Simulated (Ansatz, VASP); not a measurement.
Rb4ZnSb2 in VASP and in Ansatz

INCAR

```
SYSTEM = Rb4ZnSb2
  PREC = Accurate
  ENCUT = 600
  EDIFF = 1E-7
  ISMEAR = 0
  SIGMA = 0.1
  LREAL = .False.
  LASPH = .True.
  NELM = 80
  ALGO = Normal
  ISIF = 3
  LWAVE = .False.
  LCHARG = .False.
  GGA = PE
  IBRION = 2
  NSW = 90
  EDIFFG = -0.04
```

KPOINTS

```
regular mesh
0
Gamma
  2 2 4
  0 0 0
```

File POSCAR:

```
Rb4ZnSb2
1.0
    7.5139037600      0.0000000000      0.0000000000
    0.0000000000      7.5139037600      0.0000000000
    0.0000000000      0.0000000000      4.3759950100
Rb Zn Sb
4 1 2
Direct
    0.2300000000      0.2300000000      0.0000000000
    0.7700000000      0.2300000000      0.0000000000
    0.7700000000      0.7700000000      0.0000000000
    0.2300000000      0.7700000000      0.0000000000
    0.0000000000      0.0000000000      0.0000000000
    0.0000000000      0.5000000000      0.5000000000
    0.5000000000      0.0000000000      0.5000000000
```

Input for Ansatz:

```yaml
crystal:
  lattice:
    - [7.51390376, 0.0, 0.0]
    - [0.0, 7.51390376, 0.0]
    - [0.0, 0.0, 4.37599501]
  atoms:
    - { symbol: Rb, position: [0.23, 0.23, 0.0] }
    - { symbol: Rb, position: [0.77, 0.23, 0.0] }
    - { symbol: Rb, position: [0.77, 0.77, 0.0] }
    - { symbol: Rb, position: [0.23, 0.77, 0.0] }
    - { symbol: Zn, position: [0.0, 0.0, 0.0] }
    - { symbol: Sb, position: [0.0, 0.5, 0.5] }
    - { symbol: Sb, position: [0.5, 0.0, 0.5] }
basis:
  ecutwfc: 420
kpoints:
  mp_grid: { grid: [2, 2, 4] }
hamiltonian:
  xc: pbe
scf:
  occupations: { method: gaussian, width: 0.1 }
  lower_state_search: "off"
output:
  forces: true
  stress: true
  eigenvalues: true
relax:
  adjacent_minimum: "off"
  f_tol: 0.04
  max_steps: 70
  cell: { stress_tol: 0.4 }
```

Change from the starting cell: species swapped into the K2PdCl4 type (P4/mmm, No. 123).

Alike in both runs: task relaxation of cell and atoms; functional PBE; k mesh 2 × 2 × 4; occupations gaussian, width 0.1 eV; no spin polarisation.

```csv
,VASP,Ansatz
version,VASP 6.6.1,Ansatz 0.2.0
potentials or method,"VASP PAW PBE potentials, release 64 (Rb_sv, Zn, Sb), cutoff 600 eV","scalar-relativistic, plane waves, PAW"
valence electrons in the cell,58,78
```

VASP gave:

| Quantity | Value |
| --- | --- |
| gap on the k mesh at the Fermi level, each at its own relaxed structure (eV) | none |
| relaxed volume (Å³/atom) | 48.15 |
| relaxed length of the cell vector where the two differ most in proportion (Å) | 9.224 |

Estimate Ansatz's values.

gap on the k mesh at the Fermi level, each at its own relaxed structure (eV): none; relaxed volume (Å³/atom): 47.06; relaxed length of the cell vector where the two differ most in proportion (Å): 9.097.

A gap of «none» marks a metal or a gap that the smearing closes. VASP's potentials hold 58 valence electrons a cell and Ansatz's 78, so a difference there can come from the potentials and not from the codes.

The k mesh is coarse, so the values compare programs but aren't converged. Spin-orbit coupling is off throughout. Noted on VASP's run: the volume moved by over 15 % at a fixed basis, so the end points are rough.
